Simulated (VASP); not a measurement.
Set up this calculation in VASP 6.6.1, as the native input.

* Task: single point
* Functional: PBEsol
* Potentials or basis: VASP PAW PBE potentials, release 64 (C)
* Cutoff: 520 eV
* k mesh: 18 × 18 × 6
* Occupations: gaussian, width 0.15 eV
* Spin: no spin polarisation
* Dipole correction: no
* Further INCAR settings: ALGO = Normal; EDIFF = 1e-07; NBANDS = 16

The structure of C lies in POSCAR:

```
C
1.0
    2.4587330167      0.0000000000      0.0000000000
   -1.2293665084      2.1293252536      0.0000000000
    0.0000000000      0.0000000000      7.2458067263
C
4
Direct
   -0.1000223778     -0.2000447555      0.0025000000
    0.1000223778      0.2000447555      0.5025000000
    0.2333016451      0.4666032901      0.0025000000
    0.7666983549      0.5333967099      0.5025000000
```

One way to write it, as run:

INCAR

```
SYSTEM = C
  PREC = Accurate
  ENCUT = 520
  EDIFF = 1E-7
  ISMEAR = 0
  SIGMA = 0.15
  LREAL = .False.
  LASPH = .True.
  NELM = 80
  ALGO = Normal
  ISIF = 2
  LWAVE = .False.
  LCHARG = .False.
  GGA = PS
  NBANDS = 16
```

KPOINTS

```
Automatic mesh
0
Gamma
  18 18 6
  0 0 0
```

Potentials or basis: VASP PAW PBE potentials, release 64 (C).

Command:

```console
$ cat potpaw_PBE.64/C/POTCAR > POTCAR
$ mpirun -np 1 vasp_std > vasp.out
```

It gave:

```yaml
Pressure: 0.8 GPa
Largest_force: 0.012 eV/Å
```

Caveat: this functional lacks dispersion, which binds the layers, so the pressure and a relaxed spacing across them are unreliable; the PAW data sets were made with another functional, which shifts forces and pressure a little.

Wall time 3.8 min on 1 thread of Intel Xeon 8259CL (shared host), peak memory 0.26 GiB.
